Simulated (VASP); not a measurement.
# SrTiO3 (ke600) (Pm-3m) in VASP: vibrations by perturbation theory with LDA

Aim: the vibrations by perturbation theory of SrTiO3 (ke600) with LDA.

All numbers are computed with VASP 6.6.1; they aren't measurements. Logs are shortened: lines on timing, memory, paths and dates and some standing lists are left out, and cuts for length are marked.

## Step 1: The cell of the first run

Symmetry: Pm-3m, No. 221, cubic system. The conventional cell has a = 3.855 Å, b = 3.855 Å, c = 3.855 Å, α = 90.00°, β = 90.00°, γ = 90.00°. Within 3.6 Å of Sr (site symmetry m-3m) lie 12 O at 2.73 Å and 8 Ti at 3.34 Å. Within 2.6 Å of Ti (site symmetry m-3m) lie 6 O at 1.93 Å. O (site symmetry 4/mmm) has 2 Ti at 1.93 Å within 2.6 Å.

## Step 2: Vibrations by perturbation theory, LDA

INCAR reads:

```
PREC = Accurate
ENCUT = 520
EDIFF = 1E-8
ISMEAR = 0
SIGMA = 0.01
LREAL = False
LASPH = True
NELM = 100
ALGO = Normal
ISIF = 2
LWAVE = False
LCHARG = True
GGA = CA
NBANDS = 28
IBRION = 8
NSW = 1
LEPSILON = True
```

KPOINTS reads:

```
Automatic mesh
0
Gamma
  8 8 8
```

POSCAR reads:

```
SrTiO3
1.0
    3.8547182140      0.0000000000      0.0000000000
    0.0000000000      3.8547182140      0.0000000000
    0.0000000000      0.0000000000      3.8547182140
Sr Ti O
1 1 3
Direct
    0.0000000000      0.0000000000      0.0000000000
    0.5000000000      0.5000000000      0.5000000000
    0.5000000000      0.0000000000      0.5000000000
    0.5000000000      0.5000000000      0.0000000000
    0.0000000000      0.5000000000      0.5000000000
```

Potentials or basis: VASP PAW LDA potentials, release 64 (Sr_sv, Ti_sv, O).

On the command line:

```bash
$ cat potpaw_LDA.64/Sr_sv/POTCAR potpaw_LDA.64/Ti_sv/POTCAR potpaw_LDA.64/O/POTCAR > POTCAR
$ mpirun -np 1 vasp_std > vasp.out
```

OUTCAR:

```text
PREC = Accurate
   ENCUT = 520
   EDIFF = 1E-8
   ISMEAR = 0
   LREAL = False
   LASPH = True
   NELM = 100
   ISIF = 2
   GGA = CA
   IBRION = 8
   NSW = 1
   LEPSILON = True

 ion  position               nearest neighbor table
   1  0.000  0.000  0.000-   3 2.73   4 2.73   5 2.73   3 2.73   5 2.73   4 2.73   5 2.73   5 2.73
                             3 2.73   4 2.73   3 2.73   4 2.73   2 3.34   2 3.34   2 3.34   2 3.34
   2  0.500  0.500  0.500-   3 1.93   4 1.93   5 1.93   4 1.93   3 1.93   5 1.93   1 3.34   1 3.34
                             1 3.34   1 3.34   1 3.34   1 3.34   1 3.34   1 3.34
   3  0.500  0.000  0.500-   2 1.93   2 1.93   1 2.73   1 2.73   1 2.73   1 2.73
   4  0.500  0.500  0.000-   2 1.93   2 1.93   1 2.73   1 2.73   1 2.73   1 2.73
   5  0.000  0.500  0.500-   2 1.93   2 1.93   1 2.73   1 2.73   1 2.73   1 2.73

  LATTYP: Found a simple cubic cell.
 ALAT       =     3.8547182140

  Lattice vectors:

 A1 = (   3.8547182140,   0.0000000000,   0.0000000000)
 A2 = (   0.0000000000,   3.8547182140,   0.0000000000)
 A3 = (   0.0000000000,   0.0000000000,   3.8547182140)

Analysis of symmetry for initial positions (statically):
=====================================================================
 Subroutine PRICEL returns:
 Original cell was already a primitive cell.

 Routine SETGRP: Setting up the symmetry group for a
 simple cubic supercell.

 Subroutine GETGRP returns: Found 48 space group operations
 (whereof 48 operations were pure point group operations)
 out of a pool of 48 trial point group operations.

The static configuration has the point symmetry O_h .

Analysis of symmetry for dynamics (positions and initial velocities):
=====================================================================
 Subroutine PRICEL returns:
 Original cell was already a primitive cell.

 Routine SETGRP: Setting up the symmetry group for a
 simple cubic supercell.

 Subroutine GETGRP returns: Found 48 space group operations
 (whereof 48 operations were pure point group operations)
 out of a pool of 48 trial point group operations.

The dynamic configuration has the point symmetry O_h .

 Subroutine INISYM returns: Found 48 space group operations
 (whereof 48 operations are pure point group operations),
 and found     1 'primitive' translations

----------------------------------------------------------------------------------------

                                     Primitive cell

  volume of cell :      57.2767

  direct lattice vectors                    reciprocal lattice vectors
     3.854718214  0.000000000  0.000000000     0.259422335  0.000000000  0.000000000
     0.000000000  3.854718214  0.000000000     0.000000000  0.259422335  0.000000000
     0.000000000  0.000000000  3.854718214     0.000000000  0.000000000  0.259422335

  length of vectors
     3.854718214  3.854718214  3.854718214     0.259422335  0.259422335  0.259422335

  position of ions in fractional coordinates (direct lattice)
     0.000000000  0.000000000  0.000000000
[... 967 lines left out ...]
 -----------------------------------------------------------------------------
    -0.00495  0.00000 -0.00000
     0.00000  0.00524 -0.00000
    -0.00000  0.00000 -0.00495

 MACROSCOPIC STATIC DIELECTRIC TENSOR (including local field effects in DFT)
 ------------------------------------------------------
           6.355030     0.000000     0.000000
           0.000000     6.355030    -0.000000
           0.000000     0.000000     6.355030
 ------------------------------------------------------

 PIEZOELECTRIC TENSOR (including local field effects)  for field in x, y, z        (e  Angst)
          XX          YY          ZZ          XY          YZ          ZX
  --------------------------------------------------------------------------------
  x     0.00000     0.00000     0.00000     0.00000     0.00000     0.00000
  y     0.00000     0.00000     0.00000     0.00000     0.00000     0.00000
  z     0.00000     0.00000     0.00000     0.00000     0.00000     0.00000

 PIEZOELECTRIC TENSOR (including local field effects)  for field in x, y, z        (C/m^2)
          XX          YY          ZZ          XY          YZ          ZX
  --------------------------------------------------------------------------------
  x     0.00000     0.00000     0.00000     0.00000     0.00000     0.00000
  y     0.00000     0.00000     0.00000     0.00000     0.00000     0.00000
  z     0.00000     0.00000     0.00000     0.00000     0.00000     0.00000

 BORN EFFECTIVE CHARGES (including local field effects) (in |e|, cummulative output)
 ---------------------------------------------------------------------------------
 ion    1
    1     2.55562    -0.00000    -0.00000
    2    -0.00000     2.55562    -0.00000
    3     0.00000    -0.00000     2.55562
 ion    2
    1     7.35614     0.00000     0.00000
    2     0.00000     7.35614     0.00000
    3    -0.00000     0.00000     7.35614
 ion    3
    1    -2.06601     0.00000     0.00000
    2    -0.00000    -5.77975     0.00000
    3     0.00000     0.00000    -2.06601
 ion    4
    1    -2.06601    -0.00000     0.00000
    2    -0.00000    -2.06601     0.00000
    3     0.00000     0.00000    -5.77975
 ion    5
    1    -5.77975     0.00000     0.00000
    2    -0.00000    -2.06601     0.00000
    3     0.00000     0.00000    -2.06601

 INTERNAL STRAIN TENSOR FOR ION    5 for displacements in x,y,z  (eV/Angst):
          X           Y           Z          XY          YZ          ZX
  --------------------------------------------------------------------------------
  x     0.00000     0.00000     0.00000     0.00000     0.00000     0.00000
  y     0.00000     0.00000     0.00000     0.00000     0.00000     0.00000
  z     0.00000     0.00000     0.00000     0.00000     0.00000     0.00000

 SECOND DERIVATIVES (NOT SYMMETRIZED)
 ------------------------------------
               1X          1Y          1Z          2X          2Y          2Z          3X          3Y          3Z          4X          4Y          4Z          5X          5Y          5Z
  1X    -3.988762    0.000000    0.000000    3.264187   -0.000000    0.000000   -0.193577    0.000000    0.000000   -0.193577   -0.000000   -0.000000    1.111729    0.000000    0.000000
  1Y     0.000000   -3.988762    0.000000   -0.000000    3.264187   -0.000000    0.000000    1.111729    0.000000   -0.000000   -0.193577    0.000000    0.000000   -0.193577    0.000000
  1Z     0.000000    0.000000   -3.988762   -0.000000   -0.000000    3.264187   -0.000000    0.000000   -0.193577    0.000000    0.000000    1.111729    0.000000   -0.000000   -0.193577
  2X     3.259690   -0.000000   -0.000000   -3.693750   -0.000000    0.000000   -0.546477   -0.000000    0.000000   -0.546477   -0.000000    0.000000    1.527014    0.000000   -0.000000
  2Y    -0.000000    3.259690   -0.000000   -0.000000   -3.693750    0.000000    0.000000    1.527014   -0.000000    0.000000   -0.546477    0.000000    0.000000   -0.546477    0.000000
  2Z    -0.000000    0.000000    3.259690    0.000000   -0.000000   -3.693750   -0.000000    0.000000   -0.546477   -0.000000    0.000000    1.527014   -0.000000    0.000000   -0.546477
  3X    -0.214608    0.000000    0.000000   -0.557258    0.000000    0.000000   -3.997332    0.000000    0.000000   -0.932204    0.000000    0.000000    5.701403    0.000000    0.000000
  3Y    -0.000000    1.233655    0.000000    0.000000    1.521378   -0.000000    0.000000  -14.166337   -0.000000    0.000000    5.705652    0.000000   -0.000000    5.705652   -0.000000
  3Z     0.000000    0.000000   -0.214608    0.000000    0.000000   -0.557258    0.000000    0.000000   -3.997332    0.000000    0.000000    5.701403    0.000000    0.000000   -0.932204
  4X    -0.214608    0.000000    0.000000   -0.557258    0.000000    0.000000   -0.932204    0.000000    0.000000   -3.997332    0.000000    0.000000    5.701403    0.000000    0.000000
  4Y     0.000000   -0.214608    0.000000    0.000000   -0.557258    0.000000    0.000000    5.701403    0.000000    0.000000   -3.997332    0.000000    0.000000   -0.932204    0.000000
  4Z    -0.000000   -0.000000    1.233655    0.000000    0.000000    1.521378    0.000000   -0.000000    5.705652   -0.000000   -0.000000  -14.166337   -0.000000    0.000000    5.705652
  5X     1.233655   -0.000000    0.000000    1.521378    0.000000    0.000000    5.705652   -0.000000    0.000000    5.705652    0.000000    0.000000  -14.166337    0.000000    0.000000
  5Y     0.000000   -0.214608    0.000000    0.000000   -0.557258    0.000000    0.000000    5.701403    0.000000    0.000000   -0.932204    0.000000    0.000000   -3.997332    0.000000
  5Z     0.000000    0.000000   -0.214608    0.000000    0.000000   -0.557258    0.000000    0.000000   -0.932204    0.000000    0.000000    5.701403    0.000000    0.000000   -3.997332

 Eigenvectors and eigenvalues of the dynamical matrix
 ----------------------------------------------------

   1 f  =   16.995164 THz   106.783767 2PiTHz  566.897664 cm-1    70.286321 meV
             X         Y         Z           dx          dy          dz
      0.000000  0.000000  0.000000     0.019294    0.015546    0.000000
      1.927359  1.927359  1.927359     0.042594    0.034321    0.000000
      1.927359  0.000000  1.927359     0.275495   -0.541936    0.000000
      1.927359  1.927359  0.000000     0.275495    0.221986    0.000000
      0.000000  1.927359  1.927359    -0.672569    0.221986    0.000000
[... 105 lines left out ...]
  15 f/i=    0.030649 THz     0.192574 2PiTHz    1.022345 cm-1     0.126755 meV
             X         Y         Z           dx          dy          dz
      0.000000  0.000000  0.000000     0.082088    0.691316   -0.002813
      1.927359  1.927359  1.927359     0.060320    0.507993   -0.002067
      1.927359  0.000000  1.927359     0.034293    0.288600   -0.001175
      1.927359  1.927359  0.000000     0.034293    0.288804   -0.001174
      0.000000  1.927359  1.927359     0.034269    0.288804   -0.001175

--------------------------------------------------------------------------------------------------------

 MACROSCOPIC STATIC DIELECTRIC TENSOR IONIC CONTRIBUTION
 ------------------------------------------------------
         401.091760    -0.000000     0.000000
          -0.000000   401.091760    -0.000000
           0.000000    -0.000000   401.091760
 ------------------------------------------------------

 ELASTIC MODULI CONTR FROM IONIC RELAXATION (kBar)
 Direction    XX          YY          ZZ          XY          YZ          ZX
 --------------------------------------------------------------------------------
 XX           0.0000      0.0000      0.0000      0.0000      0.0000      0.0000
 YY           0.0000      0.0000      0.0000      0.0000      0.0000      0.0000
 ZZ           0.0000      0.0000      0.0000      0.0000      0.0000      0.0000
 XY           0.0000      0.0000      0.0000      0.0000      0.0000      0.0000
 YZ           0.0000      0.0000      0.0000      0.0000      0.0000      0.0000
 ZX           0.0000      0.0000      0.0000      0.0000      0.0000      0.0000
 --------------------------------------------------------------------------------

 PIEZOELECTRIC TENSOR IONIC CONTR  for field in x, y, z        (C/m^2)
          XX          YY          ZZ          XY          YZ          ZX
  --------------------------------------------------------------------------------
  x     0.00000     0.00000     0.00000     0.00000     0.00000     0.00000
  y     0.00000     0.00000     0.00000     0.00000     0.00000     0.00000
  z     0.00000     0.00000     0.00000     0.00000     0.00000     0.00000
```

It took 24 min on 1 thread of Intel Xeon 6975P-C (Granite Rapids), shared host; peak memory 0.65 GiB.

What came out:

| Item | Value |
| --- | --- |
| Electronic dielectric tensor (diagonal) | 6.36 |
| Born charges (mean of the diagonal) | Sr +2.56; Ti +7.36; O -3.30 e |
| Highest phonon frequency at Γ, LO-TO splitting left out | 567 cm⁻¹ |

Phonon frequencies in cm⁻¹ (negative: imaginary):
| q point | frequencies |
| --- | --- |
| (0.000, 0.000, 0.000) | -1 -1 -1 76 76 76 176 176 176 228 228 228 567 567 567 |

Electronic dielectric tensor:
```
6.36 0.00 0.00
0.00 6.36 0.00
0.00 0.00 6.36
```

Born effective charge tensors (e):
atom 1, Sr
```
2.56 0.00 0.00
0.00 2.56 0.00
0.00 0.00 2.56
```
atom 2, Ti
```
7.36 0.00 0.00
0.00 7.36 0.00
0.00 0.00 7.36
```
atom 3, O
```
-2.07  0.00  0.00
 0.00 -5.78  0.00
 0.00  0.00 -2.07
```
atom 4, O
```
-2.07  0.00  0.00
 0.00 -2.07  0.00
 0.00  0.00 -5.78
```
atom 5, O
```
-5.78  0.00  0.00
 0.00 -2.07  0.00
 0.00  0.00 -2.07
```

Caveat: the cell wasn't relaxed at this level first, which shifts response properties.
